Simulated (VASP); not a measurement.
# HfB2 (P6/mmm) in VASP: notebook

HfB2 is run at these levels: PBE; tasks: electric field gradients.

All numbers are computed with VASP 6.6.1; they aren't measurements. Logs are shortened: lines on timing, memory, paths and dates and some standing lists are left out, and cuts for length are marked.

**1. The cell of the first run**

It takes space group P6/mmm (No. 191, hexagonal). The conventional cell has a = 3.098 Å, b = 3.098 Å, c = 3.433 Å, α = 90.00°, β = 90.00°, γ = 120.00°. Hf (site symmetry 6/mmm) has 12 B at 2.48 Å and 6 Hf at 3.10 Å within 3.3 Å. Within 2.4 Å of B (site symmetry -6m2) lie 3 B at 1.79 Å.

**2. Electric field gradients, PBE (volume scaled by 0.96)**

Contents of INCAR:

```
ALGO = Normal ; EDIFF = 1E-8
ENCUT = 520 ; GGA = PE
ISIF = 2 ; ISMEAR = -1
LASPH = True ; LCHARG = False
LEFG = True ; LREAL = False
LWAVE = False ; NBANDS = 15
NELM = 100 ; PREC = Accurate
SIGMA = 0.05
```

Contents of KPOINTS:

```
k-points
0
Gamma
  13 13 11
```

Contents of POSCAR:

```
HfB2
1.0
    3.0975624645      0.0000000000      0.0000000000
   -1.5487812323      2.6825677840      0.0000000000
    0.0000000000      0.0000000000      3.4329672075
Hf B
1 2
Direct
    0.0000000000      0.0000000000      0.0000000000
    0.3333333333      0.6666666667      0.5000000000
    0.6666666667      0.3333333333      0.5000000000
```

Potentials or basis: VASP PAW PBE potentials, release 64 (Hf_pv, B).

On the command line:

```console
cat potpaw_PBE.64/Hf_pv/POTCAR potpaw_PBE.64/B/POTCAR > POTCAR
mpirun -np 1 vasp_std > vasp.out
```

OUTCAR:

```text
EDIFF = 1E-8
   ENCUT = 520
   GGA = PE
   ISIF = 2
   ISMEAR = -1
   LASPH = True
   LREAL = False
   NELM = 100
   PREC = Accurate

 ion  position               nearest neighbor table
   1  0.000  0.000  0.000-   2 2.48   3 2.48   2 2.48   3 2.48   2 2.48   2 2.48   3 2.48   3 2.48
                             3 2.48   3 2.48   2 2.48   2 2.48
   2  0.333  0.667  0.500-   3 1.79   3 1.79   3 1.79   1 2.48   1 2.48   1 2.48   1 2.48   1 2.48
                             1 2.48
   3  0.667  0.333  0.500-   2 1.79   2 1.79   2 1.79   1 2.48   1 2.48   1 2.48   1 2.48   1 2.48
                             1 2.48

  LATTYP: Found a hexagonal cell.
 ALAT       =     3.0975624645
 C/A-ratio  =     1.1082802193

  Lattice vectors:

 A1 = (   3.0975624645,   0.0000000000,   0.0000000000)
 A2 = (  -1.5487812323,   2.6825677840,   0.0000000000)
 A3 = (   0.0000000000,   0.0000000000,   3.4329672075)

Analysis of symmetry for initial positions (statically):
=====================================================================
 Subroutine PRICEL returns:
 Original cell was already a primitive cell.

 Routine SETGRP: Setting up the symmetry group for a
 hexagonal supercell.

 Subroutine GETGRP returns: Found 24 space group operations
 (whereof 24 operations were pure point group operations)
 out of a pool of 24 trial point group operations.

The static configuration has the point symmetry D_6h.

Analysis of symmetry for dynamics (positions and initial velocities):
=====================================================================
 Subroutine PRICEL returns:
 Original cell was already a primitive cell.

 Routine SETGRP: Setting up the symmetry group for a
 hexagonal supercell.

 Subroutine GETGRP returns: Found 24 space group operations
 (whereof 24 operations were pure point group operations)
 out of a pool of 24 trial point group operations.

The dynamic configuration has the point symmetry D_6h.

 Subroutine INISYM returns: Found 24 space group operations
 (whereof 24 operations are pure point group operations),
 and found     1 'primitive' translations

----------------------------------------------------------------------------------------

                                     Primitive cell

  volume of cell :      28.5260

  direct lattice vectors                    reciprocal lattice vectors
     3.097562465  0.000000000  0.000000000     0.322834490  0.186388580  0.000000000
    -1.548781232  2.682567784  0.000000000     0.000000000  0.372777160  0.000000000
     0.000000000  0.000000000  3.432967207     0.000000000  0.000000000  0.291293199

  length of vectors
     3.097562465  3.097562464  3.432967207     0.372777160  0.372777160  0.291293199

  position of ions in fractional coordinates (direct lattice)
     0.000000000  0.000000000  0.000000000
     0.333333333  0.666666667  0.500000000
     0.666666667  0.333333333  0.500000000

  ion indices of the primitive-cell ions
   primitive index   ion index
                 1           1
                 2           2
                 3           3

----------------------------------------------------------------------------------------

 KPOINTS: k-points

Automatic generation of k-mesh.
 Grid dimensions read from file:
 generate k-points for:   13   13   11

 Generating k-lattice:

  Cartesian coordinates                     Fractional coordinates (reciprocal lattice)
     0.024833422  0.014337583  0.000000000     0.076923077 -0.000000000  0.000000000
     0.000000000  0.028675166  0.000000000     0.000000000  0.076923077  0.000000000
     0.000000000  0.000000000  0.026481200     0.000000000  0.000000000  0.090909091

  Length of vectors
     0.028675166  0.028675166  0.026481200

  Shift w.r.t. Gamma in fractional coordinates (k-lattice)
     0.000000000  0.000000000  0.000000000

[... 40 lines left out ...]
 SYSTEM =  unknown system
   PREC   = accura    normal or accurate (medium, high low for compatibility)
   ISTART =      0    job   : 0-new  1-cont  2-samecut
   ICHARG =      2    charge: 1-file 2-atom 10-const
   ISPIN  =      1    spin polarized calculation?
   LNONCOLLINEAR =      F non collinear calculations
   LSORBIT =      F    spin-orbit coupling
   LASPH  =      T    aspherical Exc in radial PAW
   ENCUT  =  520.0 eV  38.22 Ry    6.18 a.u.   5.76  5.76  6.38*2*pi/ulx,y,z
   NELM   =    100;   NELMIN=  2; NELMDL= -5     # of ELM steps
   EDIFF  = 0.1E-07   stopping-criterion for ELM
   LREAL  =      F    real-space projection
   EDIFFG = 0.1E-06   stopping-criterion for IOM
   NSW    =      0    number of steps for IOM
   IBRION =     -1    ionic relax: 0-MD 1-quasi-New 2-CG
   NFREE  =      0    steps in history (QN), initial steepest desc. (CG)
   ISIF   =      2    stress and relaxation
   ISYM   =      2    0-nonsym 1-usesym 2-fastsym
   POTIM  = 0.5000    time-step for ionic-motion
   TEBEG  =    0.0;   TEEND  =   0.0 temperature during run
   PSTRESS=    0.0 pullay stress
   NELECT =      16.0000    total number of electrons
   NUPDOWN=      -1.0000    fix difference up-down
   EMIN   =  10.00;   EMAX   =-10.00  energy-range for DOS
   EFERMI =   0.00;   METHOD = LEGACY
   ISMEAR =    -1;   SIGMA  =   0.05  broadening in eV -4-tet -1-fermi 0-gaus
   EFERMI_NEDOS =   21; number of points for ismear=-14 and -15
   IALGO  =     38    algorithm
   IMIX   =      4    mixing-type and parameters
     AMIX     =   0.40;   BMIX     =  1.00
     AMIX_MAG =   1.60;   BMIX_MAG =  1.00
  volume/ion in A,a.u.               =       9.51        64.17
  Fermi-wavevector in a.u.,A,eV,Ry     =   1.350106  2.551331 24.800529  1.822787
  Thomas-Fermi vector in A             =   2.477638
   LORBIT       =      0    0 simple, 1 ext, 2 COOP (PROOUT), +10 PAW based schemes
   GGA     = PE    functional components
   LHFCALC =     F    Hartree Fock is set to
   AEXX    =    0.0000 exact exchange contribution
   IVDW    =     0    specifies the selected vdW correction
   LEPSILON=     F    determine dielectric tensor
   LRPA    =     F    only Hartree local field effects (RPA)
 non-spin polarized calculation
  energy-cutoff  :      520.00
  volume of cell :       28.53
 maximum number of plane-waves:       779
 NGX is ok and might be reduce to    24
   NGX = 11   NGY = 11   NGZ = 13

 number of electron      16.0000001 magnetization

 Free energy of the ion-electron system (eV)
  ---------------------------------------------------
  ext. energy  EPLUGINS =         0.00000000
  ---------------------------------------------------
  free energy    TOTEN  =       -26.35360843 eV

  energy without entropy =      -26.35201262  energy(sigma->0) =      -26.35281052

 E-fermi :   8.0823     XC(G=0): -12.7896

 val. band max:        8.0255138895   @ k =   0.0769   0.0000   0.2727
 cond. band min:       8.1214783211   @ k =   0.3077   0.1538   0.0000
 fundamental gap:      0.0959644315
 Fermi energy:         8.0823146908

 k-point     1 :       0.0000    0.0000    0.0000
  band No.  band energies     occupation
      1     -22.5099      2.00000
      2     -21.9570      2.00000
      3     -21.9570      2.00000
      4      -5.9919      2.00000
      5       4.8883      2.00000
      6       5.0119      2.00000
      7       5.0119      2.00000
      8       5.2305      2.00000
      9      12.2319      0.00000
     10      12.2319      0.00000
     11      12.8813      0.00000
     12      12.8813      0.00000
     13      13.1641      0.00000
     14      13.1641      0.00000
[... 401 lines left out ...]
      2     -22.1557      2.00000
      3     -21.9994      2.00000
      4      -5.3422      2.00000
      5       3.7252      2.00000
      6       4.0912      2.00000
      7       4.9994      2.00000
      8       6.0274      2.00000
      9      10.3502      0.00000
     10      10.8279      0.00000
     11      12.8225      0.00000
     12      13.0033      0.00000
     13      13.8102      0.00000
     14      15.2805      0.00000
     15      15.6470      0.00000

 [... further k-points ...]
[... 5 lines left out ...]
  --------------------------------------------------------------------------------------
  -------------------------------------------------------------------------------------
  Total        2.2495756      2.2495756      2.0970351     -0.0000000      0.0000000     -0.0000000
  in kB      126.3486884    126.3486884    117.7811668     -0.0000000      0.0000000     -0.0000000
  external PRESSURE =     123.4928479 kB  Pullay stress =       0.0000000 kB

 VOLUME and BASIS-vectors are now :
 -----------------------------------------------------------------------------
  energy-cutoff  :      520.00
  volume of cell :       28.53
      direct lattice vectors                 reciprocal lattice vectors
     3.097562465  0.000000000  0.000000000     0.322834490  0.186388580  0.000000000
    -1.548781232  2.682567784  0.000000000     0.000000000  0.372777160  0.000000000
     0.000000000  0.000000000  3.432967207     0.000000000  0.000000000  0.291293199

 POSITION                                       TOTAL-FORCE (eV/Angst)
 -----------------------------------------------------------------------------------
      0.00000      0.00000      0.00000        -0.000000      0.000000      0.000000
     -0.00000      1.78838      1.71648        -0.000000      0.000000     -0.000000
      1.54878      0.89419      1.71648         0.000000     -0.000000      0.000000
 -----------------------------------------------------------------------------------
    total drift:                               -0.000000      0.000000      0.000000

  FREE ENERGIE OF THE ION-ELECTRON SYSTEM (eV)
  ---------------------------------------------------
  free  energy   TOTEN  =       -26.3536084308 eV

  energy  without entropy=      -26.3520126173  energy(sigma->0) =      -26.35281052

 Electric field gradients (V/A^2)
---------------------------------------------------------------------
 ion       V_xx      V_yy      V_zz      V_xy      V_xz      V_yz
---------------------------------------------------------------------
   1     -39.070   -39.071    78.141    -0.000     0.000     0.000
   2      -0.763    -0.763     1.527    -0.000     0.000    -0.000
   3      -0.763    -0.763     1.527    -0.000     0.000     0.000
---------------------------------------------------------------------

 Electric field gradients after diagonalization (V/A^2)
 (convention: |V_zz| > |V_xx| > |V_yy|)
----------------------------------------------------------------------
 ion       V_xx      V_yy      V_zz     asymmetry (V_yy - V_xx)/ V_zz
----------------------------------------------------------------------
   1     -39.071   -39.070    78.141       0.000
   2      -0.763    -0.763     1.527       0.000
   3      -0.763    -0.763     1.527       0.000
----------------------------------------------------------------------

           NMR quadrupolar parameters

 Cq : quadrupolar parameter    Cq=e*Q*V_zz/h
 eta: asymmetry parameters     (V_yy - V_xx)/ V_zz
 Q  : nuclear electric quadrupole moment in mb (millibarn)
----------------------------------------------------------------------
 ion       Cq(MHz)       eta       Q (mb)
----------------------------------------------------------------------
   1       0.189       0.000       1.000
   2       0.004       0.000       1.000
   3       0.004       0.000       1.000
----------------------------------------------------------------------
```

Run time: 60 s. Hardware: 1 thread of AMD EPYC 9R45 (Zen 5), shared host; peak memory 0.15 GiB.

What came out:

| Property | Result |
| --- | --- |
| Free energy | -26.3536 eV |
| Pressure | 12.3 GPa |
| Band gap on the k mesh | zero (band 8 reaches 8.66 eV, above the bottom of band 9 at 7.59 eV) |

Electric field gradients, principal values (V/Å²):
| atom | least | middle | greatest (by size) |
| --- | --- | --- | --- |
| 1 Hf | -39.070 | -39.071 | 78.141 |
| 2 B | -0.763 | -0.763 | 1.527 |
| 3 B | -0.763 | -0.763 | 1.527 |

Caveat: without QUAD_EFG the Cq values of the log hold for a quadrupole moment of 1 mb, not for the nuclei; spin-orbit coupling is left out, which moves the levels of the heavy elements.

(Continued in part 2 of 2.)
